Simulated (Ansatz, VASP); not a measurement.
**One calculation of Sr4HfO, two programs**

```xyz
6
Lattice="3.7179 0.0000 0.0000 -1.8589 3.2198 0.0000 0.0000 0.0000 16.1610" Properties=species:S:1:pos:R:3 pbc="T T T"
Sr    1.8589    1.0733   10.8928
Sr    0.0000    0.0000   14.5743
Sr    0.0000    0.0000    1.5866
Sr    1.8589    1.0733    5.2682
Hf    0.0000    0.0000    8.0805
O     1.8589    1.0733    0.0000
```

Change from the starting cell: species swapped into the NbWSe4 type (P-6m2, No. 187).

Alike in both runs: functional PBE; k mesh 12 × 12 × 4; occupations gaussian, width 0.1 eV; no spin polarisation.

Ansatz relaxed the structure, and its values are those at the end. VASP's run is a single point on that final structure, the one shown.

```csv
,VASP,Ansatz
version,VASP 6.6.1,Ansatz 0.2.0
potentials or method,"VASP PAW PBE potentials, release 64 (Sr_sv, Hf_pv, O), cutoff 520 eV","scalar-relativistic, plane waves, PAW"
valence electrons in the cell,56,72
```

Ansatz gave:

* gap on the k mesh at the Fermi level (eV): none
* pressure (GPa): 0.0
* rms of the force components (eV/Å): 0.001

Problem. Estimate VASP's values.

Solution. gap on the k mesh at the Fermi level (eV): none; pressure (GPa): 0.1; rms of the force components (eV/Å): 0.014.

A gap of «none» marks a metal or a gap that the smearing closes. With one functional, cell and mesh, what is left measures potentials, basis and numerics. VASP's potentials hold 56 valence electrons a cell and Ansatz's 72, so a difference there can come from the potentials and not from the codes.

Neither program's run includes spin-orbit coupling.
